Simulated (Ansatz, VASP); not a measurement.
**ZnS in VASP and in Ansatz**

```
Zn S
1.0
     0.00000    2.69368    2.69368
     2.69368    0.00000    2.69368
     2.69368    2.69368    0.00000
Zn S
1 1
Direct
  0.00000 0.00000 0.00000
  0.75000 0.75000 0.75000
```

Alike in both runs: task single point; functional PBEsol; k mesh 6 × 6 × 6; occupations gaussian, width 0.1 eV; no spin polarisation.

|  | VASP | Ansatz |
| --- | --- | --- |
| version | VASP 6.6.1 | Ansatz 0.2.0 |
| potentials or method | VASP PAW PBE potentials, release 64 (Zn, S), cutoff 520 eV | scalar-relativistic, plane waves, PAW |
| valence electrons in the cell | 18 | 18 |

```tsv
	VASP	Ansatz	Ansatz less VASP
gap on the k mesh at the Fermi level (eV)	2.02	2.01	-0.006
least direct gap on the mesh (eV)	2.02	2.01	-0.006
pressure (GPa)	-1.1	-1.3	-0.19
```

VASP's potentials were made for PBE, not for PBEsol. With one functional, cell and mesh, what is left measures potentials, basis and numerics.
